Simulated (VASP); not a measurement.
# BaO (Fm-3m) in VASP: further runs

BaO is run at these levels: PBE0, r2SCAN0; tasks: single point.

Everything below comes from runs of VASP 6.6.1. Logs are shortened: lines on timing, memory, paths and dates and some standing lists are left out, and cuts for length are marked.

## 1. The cell of the first run

It takes space group Fm-3m (No. 225, cubic). The conventional cell has a = 5.544 Å, b = 5.544 Å, c = 5.544 Å, α = 90.00°, β = 90.00°, γ = 90.00°. Within 3.7 Å of Ba (site symmetry m-3m) lie 6 O at 2.77 Å. Within 3.7 Å of O (site symmetry m-3m) lie 6 Ba at 2.77 Å.

## 2. Single point, PBE0

POSCAR reads:

```
BaO
1.0
    0.0000000000      2.7719428463      2.7719428463
    2.7719428463      0.0000000000      2.7719428463
    2.7719428463      2.7719428463      0.0000000000
Ba O
1 1
Direct
    0.0000000000      0.0000000000      0.0000000000
    0.5000000000      0.5000000000      0.5000000000
```

INCAR.step1 reads:

```
ALGO = Normal
EDIFF = 1E-5
ENCUT = 520
GGA = PE
GGA_COMPAT = F
ISIF = 2
ISMEAR = 0
LASPH = T
LCHARG = F
LREAL = F
LWAVE = T
NBANDS = 15
NELM = 120
PREC = Accurate
SIGMA = 0.01
```

INCAR.step2 reads:

```
AEXX = 0.25
ALGO = Normal
EDIFF = 1E-6
ENCUT = 520
GGA = PE
GGA_COMPAT = F
ISIF = 2
ISMEAR = 0
ISTART = 1
LASPH = T
LCHARG = F
LHFCALC = T
LREAL = F
LWAVE = F
NBANDS = 15
NELM = 120
PREC = Accurate
PRECFOCK = Normal
SIGMA = 0.01
```

KPOINTS reads:

```
k-points
0
Gamma
  6 6 6
```

Potentials or basis: VASP PAW PBE potentials, release 64 (Ba_sv, O).

The run is started by

```console
cat potpaw_PBE.64/Ba_sv/POTCAR potpaw_PBE.64/O/POTCAR > POTCAR
cp INCAR.step1 INCAR
mpirun -np 1 vasp_std > vasp.out
cp INCAR.step2 INCAR
mpirun -np 1 vasp_std > vasp.out
```

OUTCAR:

```text
AEXX = 0.25
   EDIFF = 1E-6
   ENCUT = 520
   GGA = PE
   ISIF = 2
   ISMEAR = 0
   ISTART = 1
   LASPH = T
   LHFCALC = T
   LREAL = F
   NELM = 120
   PREC = Accurate
   PRECFOCK = Normal

 ion  position               nearest neighbor table
   1  0.000  0.000  0.000-   2 2.77   2 2.77   2 2.77   2 2.77   2 2.77   2 2.77
   2  0.500  0.500  0.500-   1 2.77   1 2.77   1 2.77   1 2.77   1 2.77   1 2.77

  LATTYP: Found a face centered cubic cell.
 ALAT       =     5.5438856926

  Lattice vectors:

 A1 = (   0.0000000000,   2.7719428463,   2.7719428463)
 A2 = (   2.7719428463,   0.0000000000,   2.7719428463)
 A3 = (   2.7719428463,   2.7719428463,   0.0000000000)

Analysis of symmetry for initial positions (statically):
=====================================================================
 Subroutine PRICEL returns:
 Original cell was already a primitive cell.

 Routine SETGRP: Setting up the symmetry group for a
 face centered cubic supercell.

 Subroutine GETGRP returns: Found 48 space group operations
 (whereof 48 operations were pure point group operations)
 out of a pool of 48 trial point group operations.

The static configuration has the point symmetry O_h .

Analysis of symmetry for dynamics (positions and initial velocities):
=====================================================================
 Subroutine PRICEL returns:
 Original cell was already a primitive cell.

 Routine SETGRP: Setting up the symmetry group for a
 face centered cubic supercell.

 Subroutine GETGRP returns: Found 48 space group operations
 (whereof 48 operations were pure point group operations)
 out of a pool of 48 trial point group operations.

The dynamic configuration has the point symmetry O_h .

 Subroutine INISYM returns: Found 48 space group operations
 (whereof 48 operations are pure point group operations),
 and found     1 'primitive' translations

----------------------------------------------------------------------------------------

                                     Primitive cell

  volume of cell :      42.5974

  direct lattice vectors                    reciprocal lattice vectors
     0.000000000  2.771942846  2.771942846    -0.180378899  0.180378899  0.180378899
     2.771942846  0.000000000  2.771942846     0.180378899 -0.180378899  0.180378899
     2.771942846  2.771942846  0.000000000     0.180378899  0.180378899 -0.180378899

  length of vectors
     3.920119167  3.920119167  3.920119167     0.312425418  0.312425418  0.312425418

  position of ions in fractional coordinates (direct lattice)
     0.000000000  0.000000000  0.000000000
     0.500000000  0.500000000  0.500000000

  ion indices of the primitive-cell ions
   primitive index   ion index
                 1           1
                 2           2

----------------------------------------------------------------------------------------

 KPOINTS: k-points

Automatic generation of k-mesh.
 Grid dimensions read from file:
 generate k-points for:    6    6    6

 Generating k-lattice:

  Cartesian coordinates                     Fractional coordinates (reciprocal lattice)
    -0.030063150  0.030063150  0.030063150     0.166666667  0.000000000  0.000000000
     0.030063150 -0.030063150  0.030063150     0.000000000  0.166666667  0.000000000
     0.030063150  0.030063150 -0.030063150     0.000000000  0.000000000  0.166666667

  Length of vectors
     0.052070903  0.052070903  0.052070903

  Shift w.r.t. Gamma in fractional coordinates (k-lattice)
     0.000000000  0.000000000  0.000000000

 Subroutine IBZKPT returns following result:
 ===========================================

 Found     16 irreducible k-points:

 Following reciprocal coordinates:
            Coordinates               Weight
  0.000000  0.000000  0.000000      1.000000
  0.166667  0.000000  0.000000      8.000000
  0.333333  0.000000  0.000000      8.000000
  0.500000  0.000000  0.000000      4.000000
  0.166667  0.166667  0.000000      6.000000
  0.333333  0.166667  0.000000     24.000000
[... 8 lines left out ...]
 -0.333333  0.333333  0.166667     24.000000
 -0.333333  0.500000  0.166667     12.000000
   k-points           NKPTS =     16   k-points in BZ     NKDIM =    216   number of bands    NBANDS=     15
   number of dos      NEDOS =    301   number of ions     NIONS =      2
   total plane-waves  NPLWV =  27000
   dimension x,y,z NGX =    30 NGY =   30 NGZ =   30
   dimension x,y,z NGXF=    60 NGYF=   60 NGZF=   60
   ions per type =               1   1
   NGX,Y,Z   is equivalent  to a cutoff of  12.72, 12.72, 12.72 a.u.
   NGXF,Y,Z  is equivalent  to a cutoff of  25.45, 25.45, 25.45 a.u.
 SYSTEM =  unknown system
   PREC   = accura    normal or accurate (medium, high low for compatibility)
   ISTART =      1    job   : 0-new  1-cont  2-samecut
   ICHARG =      0    charge: 1-file 2-atom 10-const
   ISPIN  =      1    spin polarized calculation?
   LNONCOLLINEAR =      F non collinear calculations
   LSORBIT =      F    spin-orbit coupling
   LASPH  =      T    aspherical Exc in radial PAW
   ENCUT  =  520.0 eV  38.22 Ry    6.18 a.u.   7.29  7.29  7.29*2*pi/ulx,y,z
   NELM   =    120;   NELMIN=  2; NELMDL=  0     # of ELM steps
   EDIFF  = 0.1E-05   stopping-criterion for ELM
   LREAL  =      F    real-space projection
   EDIFFG = 0.1E-04   stopping-criterion for IOM
   NSW    =      0    number of steps for IOM
   IBRION =     -1    ionic relax: 0-MD 1-quasi-New 2-CG
   NFREE  =      0    steps in history (QN), initial steepest desc. (CG)
   ISIF   =      2    stress and relaxation
   ISYM   =      3    0-nonsym 1-usesym 2-fastsym
   POTIM  = 0.5000    time-step for ionic-motion
   TEBEG  =    0.0;   TEEND  =   0.0 temperature during run
   PSTRESS=    0.0 pullay stress
   NELECT =      16.0000    total number of electrons
   NUPDOWN=      -1.0000    fix difference up-down
   EMIN   =  10.00;   EMAX   =-10.00  energy-range for DOS
   EFERMI =   0.00;   METHOD = LEGACY
   ISMEAR =     0;   SIGMA  =   0.01  broadening in eV -4-tet -1-fermi 0-gaus
   EFERMI_NEDOS =   21; number of points for ismear=-14 and -15
   IALGO  =     38    algorithm
   IMIX   =      1    mixing-type and parameters
     AMIX     =   0.40;   BMIX     =  1.00
     AMIX_MAG =   1.60;   BMIX_MAG =  1.00
  volume/ion in A,a.u.               =      21.30       143.73
  Fermi-wavevector in a.u.,A,eV,Ry     =   1.181192  2.232130 18.983051  1.395215
  Thomas-Fermi vector in A             =   2.317470
   LORBIT       =      0    0 simple, 1 ext, 2 COOP (PROOUT), +10 PAW based schemes
   GGA     = PE    functional components
   LHFCALC =     T    Hartree Fock is set to
   PRECFOCK=normal    Normal, Fast or Accurate (Low or Medium for compatibility)
   ENCUT4O =  -1.0   cutoff for four orbital integrals eV
   NKREDX  =     1    reduce k-point grid by
   NKREDY  =     1    reduce k-point grid by
   NKREDZ  =     1    reduce k-point grid by
   AEXX    =    0.2500 exact exchange contribution
   HFSCREEN=    0.0000 screening length (either q_TF or 0.3 A-1)
   HFSCREENC=   0.0000 screening length for correlation (either q_TF or 0.3 A-1)
   ENCUTFOCK=  -1.0 apply spherical cutoff to Coloumb kernel
   IVDW    =     0    specifies the selected vdW correction
   LEPSILON=     F    determine dielectric tensor
   LRPA    =     F    only Hartree local field effects (RPA)
 non-spin polarized calculation
 Gauss-broadening in eV      SIGMA  =   0.01
  energy-cutoff  :      520.00
  volume of cell :       42.60
 maximum number of plane-waves:      1167
 NGX is ok and might be reduce to    30
  NGX = 24; NGY = 24; NGZ = 24

 number of electron      15.9999999 magnetization

 Free energy of the ion-electron system (eV)
  ---------------------------------------------------
  ext. energy  EPLUGINS =         0.00000000
  ---------------------------------------------------
  free energy    TOTEN  =       -14.45441490 eV

  energy without entropy =      -14.45441490  energy(sigma->0) =      -14.45441490

 E-fermi :   0.6160     XC(G=0):  -7.5655

 val. band max:        0.5144126040   @ k =   0.5000   0.5000   0.0000
 cond. band min:       4.5076317297   @ k =   0.5000   0.5000   0.0000
 fundamental gap:      3.9932191256
 Fermi energy:         0.6159835548

 k-point     1 :       0.0000    0.0000    0.0000
  band No.  band energies     occupation
      1     -26.9132      2.00000
      2     -16.0133      2.00000
      3     -10.3157      2.00000
      4     -10.3157      2.00000
      5     -10.3157      2.00000
      6       0.1314      2.00000
      7       0.1314      2.00000
      8       0.1314      2.00000
      9       6.0919      0.00000
     10       7.3850      0.00000
     11       7.3850      0.00000
     12       7.3850      0.00000
     13       9.7273      0.00000
     14       9.7273      0.00000
     15      12.6214      0.00000

 k-point     2 :       0.1667    0.0000    0.0000
  band No.  band energies     occupation
      1     -26.8441      2.00000
      2     -16.1873      2.00000
      3     -10.3922      2.00000
      4     -10.3456      2.00000
      5     -10.3456      2.00000
      6      -0.4115      2.00000
      7      -0.2178      2.00000
      8      -0.2178      2.00000
      9       7.0336      0.00000
     10       7.3673      0.00000
     11       7.9191      0.00000
     12       7.9191      0.00000
     13      10.4597      0.00000
     14      10.4597      0.00000
     15      14.2955      0.00000
[... 221 lines left out ...]
      3     -11.2387      2.00000
      4     -11.2323      2.00000
      5     -10.4230      2.00000
      6      -1.0275      2.00000
      7      -0.0847      2.00000
      8      -0.0576      2.00000
      9       7.4240      0.00000
     10       7.6776      0.00000
     11      10.1794      0.00000
     12      11.4756      0.00000
     13      12.9631      0.00000
     14      14.7937      0.00000
     15      15.4325      0.00000

 k-point    16 :      -0.3333    0.5000    0.1667
  band No.  band energies     occupation
      1     -26.5474      2.00000
      2     -16.3476      2.00000
      3     -11.6989      2.00000
      4     -11.2145      2.00000
      5     -10.5430      2.00000
      6      -0.6340      2.00000
      7       0.2709      2.00000
      8       0.3899      2.00000
      9       5.8612      0.00000
     10       8.9460      0.00000
     11       9.4637      0.00000
     12      12.5306      0.00000
     13      12.7446      0.00000
     14      15.0097      0.00000
     15      15.2977      0.00000

------------------------ aborting loop because EDIFF is reached ----------------------------------------

  FORCE on cell =-STRESS in cart. coord.  units (eV):
  Direction    XX          YY          ZZ          XY          YZ          ZX
  --------------------------------------------------------------------------------------
  -------------------------------------------------------------------------------------
  Total        0.2752945      0.2752945      0.2752945      0.0000000      0.0000000     -0.0000000
  in kB       10.3544074     10.3544074     10.3544074      0.0000000      0.0000000     -0.0000000
  external PRESSURE =      10.3544074 kB  Pullay stress =       0.0000000 kB

 VOLUME and BASIS-vectors are now :
 -----------------------------------------------------------------------------
  energy-cutoff  :      520.00
  volume of cell :       42.60
      direct lattice vectors                 reciprocal lattice vectors
     0.000000000  2.771942846  2.771942846    -0.180378899  0.180378899  0.180378899
     2.771942846  0.000000000  2.771942846     0.180378899 -0.180378899  0.180378899
     2.771942846  2.771942846  0.000000000     0.180378899  0.180378899 -0.180378899

 POSITION                                       TOTAL-FORCE (eV/Angst)
 -----------------------------------------------------------------------------------
      0.00000      0.00000      0.00000         0.000000      0.000000      0.000000
      2.77194      2.77194      2.77194         0.000000     -0.000000      0.000000
 -----------------------------------------------------------------------------------
    total drift:                               -0.000000      0.000000      0.000000

  FREE ENERGIE OF THE ION-ELECTRON SYSTEM (eV)
  ---------------------------------------------------
  free  energy   TOTEN  =       -14.4544148986 eV

  energy  without entropy=      -14.4544148986  energy(sigma->0) =      -14.45441490
```

Run time: 56 min. Hardware: 1 thread of Intel Xeon Platinum 8259CL at 2.50GHz (Skylake/Cascade Lake), shared host; peak memory 0.19 GiB.

Results:

```
Free energy            : -14.4544 eV
Pressure               : 1.0 GPa
Band gap on the k mesh : 3.99 eV
```

Levels at points of the mesh, in eV from the valence-band top:
| k point | band 5 | band 6 | band 7 | band 8 | band 9 | band 10 | band 11 | band 12 |
| --- | --- | --- | --- | --- | --- | --- | --- | --- |
| (0.00, 0.00, 0.00) | -10.83 | -0.38 | -0.38 | -0.38 | 5.58 | 6.87 | 6.87 | 6.87 |
| (0.50, 0.00, 0.00) | -10.95 | -2.11 | -1.60 | -1.60 | 7.12 | 9.52 | 9.52 | 10.31 |
| (0.50, 0.50, 0.00) | -11.46 | -0.17 | -0.17 | 0.00 | 3.99 | 8.22 | 11.28 | 11.69 |

Caveat: the PAW data sets were made with another functional, which shifts forces and pressure a little; spin-orbit coupling is left out, which moves the levels of the heavy elements.

## 3. Single point, r2SCAN0

POSCAR is that of step 2.

INCAR.step1 reads:

```
ALGO = Normal ; EDIFF = 1E-5
ENCUT = 580 ; GGA = PE
GGA_COMPAT = F ; ISIF = 2
ISMEAR = 0 ; LASPH = T
LCHARG = F ; LREAL = F
LWAVE = T ; NBANDS = 15
NELM = 120 ; PREC = Accurate
SIGMA = 0.01
```

INCAR.step2 reads:

```
AEXX = 0.25 ; ALGO = Normal
EDIFF = 1E-6 ; ENCUT = 580
GGA_COMPAT = F ; ISIF = 2
ISMEAR = 0 ; ISTART = 1
LASPH = T ; LCHARG = F
LHFCALC = T ; LMIXTAU = T
LREAL = F ; LWAVE = F
METAGGA = R2SCAN ; NBANDS = 15
NELM = 120 ; PREC = Accurate
PRECFOCK = Normal ; SIGMA = 0.01
```

KPOINTS is that of step 2.

Potentials or basis: VASP PAW PBE potentials, release 64 (Ba_sv, O).

The run is started by

```console
cat potpaw_PBE.64/Ba_sv/POTCAR potpaw_PBE.64/O/POTCAR > POTCAR
cp INCAR.step1 INCAR
mpirun -np 1 vasp_std > vasp.out
cp INCAR.step2 INCAR
mpirun -np 1 vasp_std > vasp.out
```

Run time: 36 min. Hardware: 1 thread of Intel Xeon Platinum 8259CL at 2.50GHz (Skylake/Cascade Lake), shared host; peak memory 0.21 GiB.

The run converged. Its results:

```yaml
Free_energy: -34.1244 eV
Pressure: 0.5 GPa
Band_gap_on_the_k_mesh: 4.22 eV
```

Levels at points of the mesh, in eV from the valence-band top:
| k point | band 5 | band 6 | band 7 | band 8 | band 9 | band 10 | band 11 | band 12 |
| --- | --- | --- | --- | --- | --- | --- | --- | --- |
| (0.00, 0.00, 0.00) | -11.01 | -0.41 | -0.41 | -0.41 | 5.94 | 7.18 | 7.18 | 7.18 |
| (0.50, 0.00, 0.00) | -11.12 | -2.10 | -1.61 | -1.61 | 7.38 | 9.88 | 9.88 | 10.63 |
| (0.50, 0.50, 0.00) | -11.64 | -0.19 | -0.19 | 0.00 | 4.22 | 8.64 | 11.77 | 12.04 |

Caveat: the PAW data sets were made with another functional, which shifts forces and pressure a little; spin-orbit coupling is left out, which moves the levels of the heavy elements. A k mesh can miss the band edges.
